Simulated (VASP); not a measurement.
Crystal: SiO.

```
CELL_PARAMETERS angstrom
2.80697 0.00000 0.00000
0.00000 2.80697 0.00000
0.00000 0.00000 2.80697
ATOMIC_POSITIONS crystal
Si 0.00000 0.00000 0.00000
O 0.50000 0.50000 0.50000
```

- Program: VASP 6.6.1
- Task: relaxation of cell and atoms
- Functional: PBEsol-based screened hybrid with 25 % exact exchange
- Potentials or basis: VASP PAW PBE potentials, release 64 (Si, O)
- Cutoff: 600 eV
- k mesh: 5 × 5 × 5
- Occupations: fermi-dirac, width 0.05 eV
- Spin: no spin polarisation

At the start: pressure -4.9 GPa; volume 11.06 Å³/atom.

How do energy, volume and symmetry change on relaxing?

Over 3 steps the energy falls by 5.7 meV/atom and the volume is 10.69 Å³/atom (-3.3 %); space group Pm-3m (No. 221, to 0.1 Å) before and after.

Step by step:
```tsv
step	energy change (eV)	largest force (eV/Å)	pressure (GPa)	volume (Å³)
1	0.0000	0.0000	-4.86	22.12
2	-0.0090	0.0000	2.37	21.06
3	-0.0114	0.0000	0.03	21.38
```

Final structure:
```
Si O
1.0
     2.77558    0.00000    0.00000
     0.00000    2.77558    0.00000
     0.00000    0.00000    2.77558
Si O
1 1
Direct
  0.00000 0.00000 0.00000
  0.50000 0.50000 0.50000
```

Caveat: the k points lie up to 0.45 Å⁻¹ apart in the final cell; the PAW data sets were made with another functional, which shifts forces and pressure a little.
